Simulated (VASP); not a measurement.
# SnO2 (R-3m) in VASP: further runs

The runs below take SnO2 through single point, relaxation of cell and atoms, with PBEsol.

All numbers are computed with VASP 6.6.1; they aren't measurements. Logs are shortened: lines on timing, memory, paths and dates and some standing lists are left out, and cuts for length are marked.

### Step 1. The cell of the first run

It takes space group R-3m (No. 166, trigonal). The conventional cell has a = 3.211 Å, b = 3.211 Å, c = 13.241 Å, α = 90.00°, β = 90.00°, γ = 120.00°. Within 2.8 Å of Sn (site symmetry -3m) lie 6 O at 2.10 Å. O (site symmetry 3m) has 3 Sn at 2.10 Å and 3 O at 2.71 Å within 2.8 Å.

### Step 2. Single point, PBEsol

File INCAR:

```
ALGO = Normal
EDIFF = 1E-6
ENCUT = 520
GGA = PS
ISIF = 2
ISMEAR = 0
LASPH = T
LCHARG = F
LREAL = F
LWAVE = F
NBANDS = 20
NELM = 60
PREC = Accurate
SIGMA = 0.01
```

File KPOINTS:

```
k-points
0
Gamma
  6 6 6
```

File POSCAR:

```
SnO2
1.0
    1.6056213373      0.9270059113      4.4138255285
   -1.6056213373      0.9270059113      4.4138255285
    0.0000000000     -1.8540118226      4.4138255285
Sn O
1 2
Direct
    0.5000000000      0.5000000000      0.5000000000
    0.2414060479      0.2414060479      0.2414060479
    0.7585939521      0.7585939521      0.7585939521
```

Potentials or basis: VASP PAW PBE potentials, release 64 (Sn_d, O).

The run is started by

```
$ cat potpaw_PBE.64/Sn_d/POTCAR potpaw_PBE.64/O/POTCAR > POTCAR
$ mpirun -np 1 vasp_std > vasp.out
```

OUTCAR:

```text
EDIFF = 1E-6
   ENCUT = 520
   GGA = PS
   ISIF = 2
   ISMEAR = 0
   LASPH = T
   LREAL = F
   NELM = 60
   PREC = Accurate

 ion  position               nearest neighbor table
   1  0.500  0.500  0.500-   2 2.10   3 2.10   2 2.10   2 2.10   3 2.10   3 2.10
   2  0.241  0.241  0.241-   1 2.10   1 2.10   1 2.10
   3  0.759  0.759  0.759-   1 2.10   1 2.10   1 2.10

  LATTYP: Found a trigonal (rhomboedric) cell.
 ALAT       =     4.7874017624
 COS(alpha) =     0.7750341966

  Lattice vectors:

 A1 = (   1.6056213373,   0.9270059113,   4.4138255285)
 A2 = (  -1.6056213373,   0.9270059113,   4.4138255285)
 A3 = (   0.0000000000,  -1.8540118226,   4.4138255285)

Analysis of symmetry for initial positions (statically):
=====================================================================
 Subroutine PRICEL returns:
 Original cell was already a primitive cell.

 Routine SETGRP: Setting up the symmetry group for a
 trigonal (rhombohedral) supercell.

 Subroutine GETGRP returns: Found 12 space group operations
 (whereof 12 operations were pure point group operations)
 out of a pool of 12 trial point group operations.

The static configuration has the point symmetry D_3d.

Analysis of symmetry for dynamics (positions and initial velocities):
=====================================================================
 Subroutine PRICEL returns:
 Original cell was already a primitive cell.

 Routine SETGRP: Setting up the symmetry group for a
 trigonal (rhombohedral) supercell.

 Subroutine GETGRP returns: Found 12 space group operations
 (whereof 12 operations were pure point group operations)
 out of a pool of 12 trial point group operations.

The dynamic configuration has the point symmetry D_3d.

 Subroutine INISYM returns: Found 12 space group operations
 (whereof 12 operations are pure point group operations),
 and found     1 'primitive' translations

----------------------------------------------------------------------------------------

                                     Primitive cell

  volume of cell :      39.4178

  direct lattice vectors                    reciprocal lattice vectors
     1.605621337  0.927005911  4.413825529     0.311405926  0.179790295  0.075520279
    -1.605621337  0.927005911  4.413825529    -0.311405926  0.179790295  0.075520279
     0.000000000 -1.854011823  4.413825529     0.000000000 -0.359580591  0.075520279

  length of vectors
     4.787401762  4.787401762  4.787401762     0.367425521  0.367425521  0.367425521

  position of ions in fractional coordinates (direct lattice)
     0.500000000  0.500000000  0.500000000
     0.241406048  0.241406048  0.241406048
     0.758593952  0.758593952  0.758593952

  ion indices of the primitive-cell ions
   primitive index   ion index
                 1           1
                 2           2
                 3           3

----------------------------------------------------------------------------------------

 KPOINTS: k-points

Automatic generation of k-mesh.
 Grid dimensions read from file:
 generate k-points for:    6    6    6

 Generating k-lattice:

  Cartesian coordinates                     Fractional coordinates (reciprocal lattice)
     0.051900988  0.029965049  0.012586713     0.166666667 -0.000000000 -0.000000000
    -0.051900988  0.029965049  0.012586713    -0.000000000  0.166666667 -0.000000000
     0.000000000 -0.059930098  0.012586713    -0.000000000 -0.000000000  0.166666667

  Length of vectors
     0.061237587  0.061237587  0.061237587

  Shift w.r.t. Gamma in fractional coordinates (k-lattice)
     0.000000000  0.000000000  0.000000000

 Subroutine IBZKPT returns following result:
 ===========================================

 Found     32 irreducible k-points:

 Following reciprocal coordinates:
            Coordinates               Weight
  0.000000  0.000000  0.000000      1.000000
  0.166667 -0.000000  0.000000      6.000000
  0.333333  0.000000  0.000000      6.000000
  0.500000 -0.000000  0.000000      3.000000
  0.166667  0.166667  0.000000      6.000000
  0.333333  0.166667  0.000000     12.000000
[... 16 lines left out ...]
  0.500000  0.500000  0.166667      6.000000
 -0.333333  0.500000  0.166667     12.000000
 [... further k-points ...]
   k-points           NKPTS =     32   k-points in BZ     NKDIM =     32   number of bands    NBANDS=     20
   number of dos      NEDOS =    301   number of ions     NIONS =      3
   total plane-waves  NPLWV =  46656
   dimension x,y,z NGX =    36 NGY =   36 NGZ =   36
   dimension x,y,z NGXF=    72 NGYF=   72 NGZF=   72
   ions per type =               1   2
   NGX,Y,Z   is equivalent  to a cutoff of  12.50, 12.50, 12.50 a.u.
   NGXF,Y,Z  is equivalent  to a cutoff of  25.00, 25.00, 25.00 a.u.
 SYSTEM =  unknown system
   PREC   = accura    normal or accurate (medium, high low for compatibility)
   ISTART =      0    job   : 0-new  1-cont  2-samecut
   ICHARG =      2    charge: 1-file 2-atom 10-const
   ISPIN  =      1    spin polarized calculation?
   LNONCOLLINEAR =      F non collinear calculations
   LSORBIT =      F    spin-orbit coupling
   LASPH  =      T    aspherical Exc in radial PAW
   ENCUT  =  520.0 eV  38.22 Ry    6.18 a.u.   8.90  8.90  8.90*2*pi/ulx,y,z
   NELM   =     60;   NELMIN=  2; NELMDL= -5     # of ELM steps
   EDIFF  = 0.1E-05   stopping-criterion for ELM
   LREAL  =      F    real-space projection
   EDIFFG = 0.1E-04   stopping-criterion for IOM
   NSW    =      0    number of steps for IOM
   IBRION =     -1    ionic relax: 0-MD 1-quasi-New 2-CG
   NFREE  =      0    steps in history (QN), initial steepest desc. (CG)
   ISIF   =      2    stress and relaxation
   ISYM   =      2    0-nonsym 1-usesym 2-fastsym
   POTIM  = 0.5000    time-step for ionic-motion
   TEBEG  =    0.0;   TEEND  =   0.0 temperature during run
   PSTRESS=    0.0 pullay stress
   NELECT =      26.0000    total number of electrons
   NUPDOWN=      -1.0000    fix difference up-down
   EMIN   =  10.00;   EMAX   =-10.00  energy-range for DOS
   EFERMI =   0.00;   METHOD = LEGACY
   ISMEAR =     0;   SIGMA  =   0.01  broadening in eV -4-tet -1-fermi 0-gaus
   EFERMI_NEDOS =   21; number of points for ismear=-14 and -15
   IALGO  =     38    algorithm
   IMIX   =      4    mixing-type and parameters
     AMIX     =   0.40;   BMIX     =  1.00
     AMIX_MAG =   1.60;   BMIX_MAG =  1.00
  volume/ion in A,a.u.               =      13.14        88.67
  Fermi-wavevector in a.u.,A,eV,Ry     =   1.425067  2.692986 27.630926  2.030816
  Thomas-Fermi vector in A             =   2.545491
   LORBIT       =      0    0 simple, 1 ext, 2 COOP (PROOUT), +10 PAW based schemes
   GGA     = PS    functional components
   LHFCALC =     F    Hartree Fock is set to
   AEXX    =    0.0000 exact exchange contribution
   IVDW    =     0    specifies the selected vdW correction
   LEPSILON=     F    determine dielectric tensor
   LRPA    =     F    only Hartree local field effects (RPA)
 non-spin polarized calculation
 Gauss-broadening in eV      SIGMA  =   0.01
  energy-cutoff  :      520.00
  volume of cell :       39.42
 maximum number of plane-waves:      1076
   NGX = 17   NGY = 17   NGZ = 17

 number of electron      25.9999992 magnetization

 Free energy of the ion-electron system (eV)
  ---------------------------------------------------
  ext. energy  EPLUGINS =         0.00000000
  ---------------------------------------------------
  free energy    TOTEN  =       -19.32385431 eV

  energy without entropy =      -19.32385431  energy(sigma->0) =      -19.32385431

 E-fermi :   4.4820     XC(G=0): -10.8690

 val. band max:        4.4316423884   @ k =   0.5000   0.5000   0.0000
 cond. band min:       6.2191430656   @ k =   0.0000   0.0000   0.0000
 fundamental gap:      1.7875006773
 Fermi energy:         4.4820459699

 k-point     1 :       0.0000    0.0000    0.0000
  band No.  band energies     occupation
      1     -15.6270      2.00000
      2     -15.3393      2.00000
      3     -15.3393      2.00000
      4     -15.1239      2.00000
      5     -15.1239      2.00000
      6     -13.7683      2.00000
[... 12 lines left out ...]
     19      21.4237      0.00000
     20      21.4237      0.00000

 k-point     2 :       0.1667   -0.0000    0.0000
  band No.  band energies     occupation
      1     -15.6198      2.00000
      2     -15.4530      2.00000
      3     -15.2841      2.00000
      4     -15.1676      2.00000
      5     -15.1205      2.00000
      6     -13.5715      2.00000
[... 12 lines left out ...]
     19      18.7520      0.00000
     20      21.5640      0.00000

 k-point     3 :       0.3333    0.0000    0.0000
  band No.  band energies     occupation
      1     -16.0354      2.00000
      2     -15.2871      2.00000
      3     -15.2346      2.00000
      4     -15.1615      2.00000
      5     -15.0484      2.00000
      6     -12.9614      2.00000
[... 12 lines left out ...]
     19      17.8840      0.00000
     20      20.1967      0.00000

 k-point     4 :       0.5000   -0.0000    0.0000
  band No.  band energies     occupation
      1     -16.2192      2.00000
      2     -15.2895      2.00000
      3     -15.2361      2.00000
      4     -15.0873      2.00000
      5     -14.9838      2.00000
      6     -12.4943      2.00000
[... 12 lines left out ...]
     19      17.9671      0.00000
     20      18.6855      0.00000

 k-point     5 :       0.1667    0.1667    0.0000
  band No.  band energies     occupation
      1     -15.6182      2.00000
      2     -15.4532      2.00000
      3     -15.2839      2.00000
      4     -15.1680      2.00000
      5     -15.1202      2.00000
      6     -13.5634      2.00000
[... 12 lines left out ...]
     19      18.4808      0.00000
     20      21.6574      0.00000
[... 353 lines left out ...]
      6     -12.2044      2.00000
[... 12 lines left out ...]
     19      18.7170      0.00000
     20      19.8772      0.00000

 k-point    22 :      -0.1667    0.3333    0.1667
  band No.  band energies     occupation
      1     -16.0619      2.00000
      2     -15.4522      2.00000
      3     -15.2395      2.00000
      4     -15.1328      2.00000
      5     -15.0444      2.00000
      6     -12.2977      2.00000
[... 12 lines left out ...]
     19      18.2954      0.00000
     20      20.0080      0.00000

 k-point    23 :       0.5000    0.5000    0.1667
  band No.  band energies     occupation
      1     -16.0355      2.00000
      2     -15.2870      2.00000
      3     -15.2324      2.00000
      4     -15.1642      2.00000
      5     -15.0484      2.00000
      6     -12.8973      2.00000
[... 12 lines left out ...]
     19      17.6197      0.00000
     20      21.7820      0.00000

 k-point    24 :      -0.3333    0.5000    0.1667
  band No.  band energies     occupation
      1     -16.0658      2.00000
      2     -15.4530      2.00000
      3     -15.2392      2.00000
      4     -15.1331      2.00000
      5     -15.0420      2.00000
      6     -12.2272      2.00000
[... 12 lines left out ...]
     19      18.4923      0.00000
     20      21.1944      0.00000

 [... further k-points ...]

------------------------ aborting loop because EDIFF is reached ----------------------------------------

  FORCE on cell =-STRESS in cart. coord.  units (eV):
  Direction    XX          YY          ZZ          XY          YZ          ZX
  --------------------------------------------------------------------------------------
  -------------------------------------------------------------------------------------
  Total        0.2193946      0.2193946      0.0449303      0.0000000      0.0000000      0.0000000
  in kB        8.9175277      8.9175277      1.8262382      0.0000000      0.0000000      0.0000000
  external PRESSURE =       6.5537645 kB  Pullay stress =       0.0000000 kB

 VOLUME and BASIS-vectors are now :
 -----------------------------------------------------------------------------
  energy-cutoff  :      520.00
  volume of cell :       39.42
      direct lattice vectors                 reciprocal lattice vectors
     1.605621337  0.927005911  4.413825529     0.311405926  0.179790295  0.075520279
    -1.605621337  0.927005911  4.413825529    -0.311405926  0.179790295  0.075520279
     0.000000000 -1.854011823  4.413825529     0.000000000 -0.359580591  0.075520279

 POSITION                                       TOTAL-FORCE (eV/Angst)
 -----------------------------------------------------------------------------------
      0.00000      0.00000      6.62074         0.000000     -0.000000     -0.000000
      0.00000      0.00000      3.19657         0.000000      0.000000      0.053797
      0.00000      0.00000     10.04490         0.000000     -0.000000     -0.053797
 -----------------------------------------------------------------------------------
    total drift:                                0.000000     -0.000000      0.000000

  FREE ENERGIE OF THE ION-ELECTRON SYSTEM (eV)
  ---------------------------------------------------
  free  energy   TOTEN  =       -19.3238543119 eV

  energy  without entropy=      -19.3238543119  energy(sigma->0) =      -19.32385431
```

It took 14 s on 1 thread of Intel Xeon 6975P-C (Granite Rapids), shared host; peak memory 0.2 GiB.

What came out:

```
Free energy            : -19.3239 eV
Pressure               : 0.7 GPa
Largest force          : 0.054 eV/Å
Band gap on the k mesh : 1.79 eV, indirect (least direct gap 1.81 eV)
```

Forces in eV/Å, atoms in the order of the input:
```
Sn   0.000  0.000  0.000
O    0.000  0.000  0.054
O    0.000  0.000 -0.054
```

Stress tensor (GPa, compression positive):
```
0.89 0.00 0.00
0.00 0.89 0.00
0.00 0.00 0.18
```

Caveat: the PAW data sets were made with another functional, which shifts forces and pressure a little; spin-orbit coupling is left out, which moves the levels of the heavy elements. A k mesh can miss the band edges.

(Part 1 of 2 ends here.)
